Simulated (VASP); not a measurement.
# GaN in VASP: single point with PBE

Aim: the single point of GaN with PBE.

Everything below comes from runs of VASP 6.6.1. Logs are shortened: lines on timing, memory, paths and dates and some standing lists are left out, and cuts for length are marked.

## (1) The cell of the first run

The cell holds a wire or tube with vacuum around it, 24 atoms: a = 14.600 Å, b = 14.900 Å, c = 5.564 Å, α = 90.00°, β = 90.00°, γ = 90.00°.

## (2) Single point, PBE

Input file INCAR:

```
SYSTEM = GaN
  ALGO = Normal
  EDIFF = 1E-6
  ENCUT = 520
  GGA = PE
  ISIF = 2
  ISMEAR = 0
  LASPH = .True.
  LCHARG = .False.
  LREAL = Auto
  LWAVE = .False.
  NBANDS = 126
  NELM = 60
  PREC = Accurate
  SIGMA = 0.05
```

Input file KPOINTS:

```
k-points
0
Gamma
  1 1 9
  0 0 0
```

Input file POSCAR:

```
GaN
1.0
   14.6000000000      0.0000000000      0.0000000000
    0.0000000000     14.9000000000      0.0000000000
    0.0000000000      0.0000000000      5.5636505135
Ga N
12 12
Direct
    0.7100959789      0.5000000000      0.6666666667
    0.6050479895      0.6782850633      0.6666666667
    0.6819484550      0.6029329293      0.1666666667
    0.3949520105      0.6782850633      0.6666666667
    0.5000000000      0.7058658585      0.1666666667
    0.2899040211      0.5000000000      0.6666666667
    0.3180515450      0.6029329293      0.1666666667
    0.3949520105      0.3217149367      0.6666666667
    0.3180515450      0.3970670707      0.1666666667
    0.6050479895      0.3217149367      0.6666666667
    0.5000000000      0.2941341415      0.1666666667
    0.6819484550      0.3970670707      0.1666666667
    0.6819484550      0.6029329293      0.8333333333
    0.7100959789      0.5000000000      0.3333333333
    0.5000000000      0.7058658585      0.8333333333
    0.6050479895      0.6782850633      0.3333333333
    0.3180515450      0.6029329293      0.8333333333
    0.3949520105      0.6782850633      0.3333333333
    0.3180515450      0.3970670707      0.8333333333
    0.2899040211      0.5000000000      0.3333333333
    0.5000000000      0.2941341415      0.8333333333
    0.3949520105      0.3217149367      0.3333333333
    0.6819484550      0.3970670707      0.8333333333
    0.6050479895      0.3217149367      0.3333333333
```

Potentials or basis: VASP PAW PBE potentials, release 64 (Ga_d, N).

On the command line:

```
$ cat potpaw_PBE.64/Ga_d/POTCAR potpaw_PBE.64/N/POTCAR > POTCAR
$ mpirun -np 1 vasp_std > vasp.out
```

OUTCAR:

```text
SYSTEM = GaN
   EDIFF = 1E-6
   ENCUT = 520
   GGA = PE
   ISIF = 2
   ISMEAR = 0
   LASPH = .True.
   LREAL = Auto
   NELM = 60
   PREC = Accurate

 ion  position               nearest neighbor table
   1  0.710  0.500  0.667-  13 1.84  23 1.84  14 1.85
   2  0.605  0.678  0.667-  13 1.84  15 1.84  16 1.85
   3  0.682  0.603  0.167-  16 1.84  14 1.84  13 1.85
   4  0.395  0.678  0.667-  17 1.84  15 1.84  18 1.85
   5  0.500  0.706  0.167-  16 1.84  18 1.84  15 1.85
   6  0.290  0.500  0.667-  17 1.84  19 1.84  20 1.85
[... 16 lines left out ...]
  23  0.682  0.397  0.833-  10 1.84   1 1.84  12 1.85
  24  0.605  0.322  0.333-  12 1.84  11 1.84  10 1.85

  LATTYP: Found a simple orthorhombic cell.
 ALAT       =     5.5636505135
 B/A-ratio  =     2.6241763325
 C/A-ratio  =     2.6780977640

  Lattice vectors:

 A1 = (   0.0000000000,   0.0000000000,   5.5636505135)
 A2 = (  14.6000000000,   0.0000000000,   0.0000000000)
 A3 = (   0.0000000000,  14.9000000000,   0.0000000000)

Analysis of symmetry for initial positions (statically):
=====================================================================
 Subroutine PRICEL returns:
 Original cell was already a primitive cell.

 Routine SETGRP: Setting up the symmetry group for a
 simple orthorhombic supercell.

 Subroutine GETGRP returns: Found  4 space group operations
 (whereof  4 operations were pure point group operations)
 out of a pool of  8 trial point group operations.

The static configuration has the point symmetry C_2v.

Analysis of symmetry for dynamics (positions and initial velocities):
=====================================================================
 Subroutine PRICEL returns:
 Original cell was already a primitive cell.

 Routine SETGRP: Setting up the symmetry group for a
 simple orthorhombic supercell.

 Subroutine GETGRP returns: Found  4 space group operations
 (whereof  4 operations were pure point group operations)
 out of a pool of  8 trial point group operations.

The dynamic configuration has the point symmetry C_2v.

 Subroutine INISYM returns: Found  4 space group operations
 (whereof  4 operations are pure point group operations),
 and found     1 'primitive' translations

----------------------------------------------------------------------------------------

                                     Primitive cell

  volume of cell :    1210.3165

[... 111 lines left out ...]
   NELM   =     60;   NELMIN=  2; NELMDL= -5     # of ELM steps
   EDIFF  = 0.1E-05   stopping-criterion for ELM
   LREAL  =      T    real-space projection
   EDIFFG = 0.1E-04   stopping-criterion for IOM
   NSW    =      0    number of steps for IOM
[... 5 lines left out ...]
   TEBEG  =    0.0;   TEEND  =   0.0 temperature during run
   PSTRESS=    0.0 pullay stress
   NELECT =     216.0000    total number of electrons
   NUPDOWN=      -1.0000    fix difference up-down
   EMIN   =  10.00;   EMAX   =-10.00  energy-range for DOS
   EFERMI =   0.00;   METHOD = LEGACY
   ISMEAR =     0;   SIGMA  =   0.05  broadening in eV -4-tet -1-fermi 0-gaus
   EFERMI_NEDOS =   21; number of points for ismear=-14 and -15
   IALGO  =     38    algorithm
   IMIX   =      4    mixing-type and parameters
     AMIX     =   0.40;   BMIX     =  1.00
     AMIX_MAG =   1.60;   BMIX_MAG =  1.00
  volume/ion in A,a.u.               =      50.43       340.32
  Fermi-wavevector in a.u.,A,eV,Ry     =   0.921707  1.741775 11.558756  0.849545
  Thomas-Fermi vector in A             =   2.047154
   LORBIT       =      0    0 simple, 1 ext, 2 COOP (PROOUT), +10 PAW based schemes
   GGA     = PE    functional components
   LHFCALC =     F    Hartree Fock is set to
   AEXX    =    0.0000 exact exchange contribution
   IVDW    =     0    specifies the selected vdW correction
   LEPSILON=     F    determine dielectric tensor
   LRPA    =     F    only Hartree local field effects (RPA)
 non-spin polarized calculation
 Gauss-broadening in eV      SIGMA  =   0.05
  energy-cutoff  :      520.00
  volume of cell :     1210.32
 maximum number of plane-waves:     32637
 NGX is ok and might be reduce to   112
   NGX = 55   NGY = 55   NGZ = 21

 number of electron     215.9999937 magnetization

 Free energy of the ion-electron system (eV)
  ---------------------------------------------------
  ext. energy  EPLUGINS =         0.00000000
  ---------------------------------------------------
  free energy    TOTEN  =      -133.84126056 eV

  energy without entropy =     -133.84126056  energy(sigma->0) =     -133.84126056

 E-fermi :  -2.4654     XC(G=0):  -3.8033

 val. band max:       -2.7565744250   @ k =   0.0000   0.0000   0.0000
 cond. band min:      -1.0808214097   @ k =   0.0000   0.0000   0.0000
 fundamental gap:      1.6757530153
 Fermi energy:        -2.4653515918

 k-point     1 :       0.0000    0.0000    0.0000
  band No.  band energies     occupation
      1     -18.2864      2.00000
      2     -18.1527      2.00000
      3     -18.1527      2.00000
      4     -17.8915      2.00000
      5     -17.8915      2.00000
      6     -17.7089      2.00000
[... 604 lines left out ...]
    119       1.4546      0.00000
    120       1.5014      0.00000
 [bands above 120 left out]

------------------------ aborting loop because EDIFF is reached ----------------------------------------

  FORCE on cell =-STRESS in cart. coord.  units (eV):
  Direction    XX          YY          ZZ          XY          YZ          ZX
  --------------------------------------------------------------------------------------
  -------------------------------------------------------------------------------------
  Total       11.4078758     11.4236318      1.1569651      0.0000000      0.0000000      0.0000000
  in kB       15.1013718     15.1222291      1.5315525      0.0000000      0.0000000      0.0000000
  external PRESSURE =      10.5850511 kB  Pullay stress =       0.0000000 kB

 VOLUME and BASIS-vectors are now :
 -----------------------------------------------------------------------------
  energy-cutoff  :      520.00
  volume of cell :     1210.32
      direct lattice vectors                 reciprocal lattice vectors
    14.600000000  0.000000000  0.000000000     0.068493151  0.000000000  0.000000000
     0.000000000 14.900000000  0.000000000     0.000000000  0.067114094  0.000000000
     0.000000000  0.000000000  5.563650513     0.000000000  0.000000000  0.179738105

 POSITION                                       TOTAL-FORCE (eV/Angst)
 -----------------------------------------------------------------------------------
     10.36740      7.45000      3.70910        -0.296481     -0.000000     -0.402123
      8.83370     10.10645      3.70910        -0.147843     -0.260254     -0.398374
      9.95645      8.98370      0.92728        -0.256626     -0.150414     -0.403599
      5.76630     10.10645      3.70910         0.147843     -0.260254     -0.398374
      7.30000     10.51740      0.92728        -0.000000     -0.297603     -0.398268
      4.23260      7.45000      3.70910         0.296481     -0.000000     -0.402123
[... 16 lines left out ...]
      9.95645      5.91630      4.63638         0.803644     -0.463607      0.400782
      8.83370      4.79355      1.85455         0.464027     -0.802779      0.400701
 -----------------------------------------------------------------------------------
    total drift:                                0.000000      0.000000      0.012317

  FREE ENERGIE OF THE ION-ELECTRON SYSTEM (eV)
  ---------------------------------------------------
  free  energy   TOTEN  =      -133.8412605625 eV

  energy  without entropy=     -133.8412605625  energy(sigma->0) =     -133.84126056
```

OSZICAR:

```text
N       E                     dE             d eps       ncg     rms          rms(c)
DAV:   1     0.231592959561E+04    0.23159E+04   -0.94516E+04  1340   0.182E+03
DAV:   2     0.354541932347E+03   -0.19614E+04   -0.19041E+04  1556   0.460E+02
DAV:   3    -0.105553977808E+03   -0.46010E+03   -0.44750E+03  1632   0.209E+02
DAV:   4    -0.166811280048E+03   -0.61257E+02   -0.60411E+02  1736   0.708E+01
[... 17 lines left out ...]
DAV:  22    -0.133841249188E+03   -0.27775E-04   -0.91349E-06  1506   0.208E-02    0.344E-03
DAV:  23    -0.133841256773E+03   -0.75850E-05   -0.18027E-06  1020   0.115E-02    0.255E-03
DAV:  24    -0.133841258585E+03   -0.18122E-05   -0.28753E-07   944   0.852E-03    0.130E-03
DAV:  25    -0.133841260465E+03   -0.18799E-05   -0.76271E-07   830   0.743E-03    0.116E-03
DAV:  26    -0.133841260562E+03   -0.97272E-07   -0.40132E-07   960   0.454E-03
   1 F= -.13384126E+03 E0= -.13384126E+03  d E =-.112257E-16
```

It took 57 min on 1 thread of Oxide Virtual Turin-like, shared host; peak memory 1.2 GiB.

What came out:

```
Free energy            : -133.8413 eV
Largest force          : 1.011 eV/Å
Band gap on the k mesh : 1.68 eV
```

Forces in eV/Å, atoms in the order of the input:
```
Ga  -0.296  0.000 -0.402
Ga  -0.148 -0.260 -0.398
Ga  -0.257 -0.150 -0.404
Ga   0.148 -0.260 -0.398
Ga   0.000 -0.298 -0.398
Ga   0.296  0.000 -0.402
Ga   0.257 -0.150 -0.404
Ga   0.148  0.260 -0.398
Ga   0.257  0.150 -0.404
Ga  -0.148  0.260 -0.398
Ga   0.000  0.298 -0.398
Ga  -0.257  0.150 -0.404
N    0.804  0.464  0.401
N    0.927  0.000  0.401
N    0.000  0.928  0.401
N    0.464  0.803  0.401
N   -0.804  0.464  0.401
N   -0.464  0.803  0.401
N   -0.804 -0.464  0.401
N   -0.927  0.000  0.401
N    0.000 -0.928  0.401
N   -0.464 -0.803  0.401
N    0.804 -0.464  0.401
N    0.464 -0.803  0.401
```
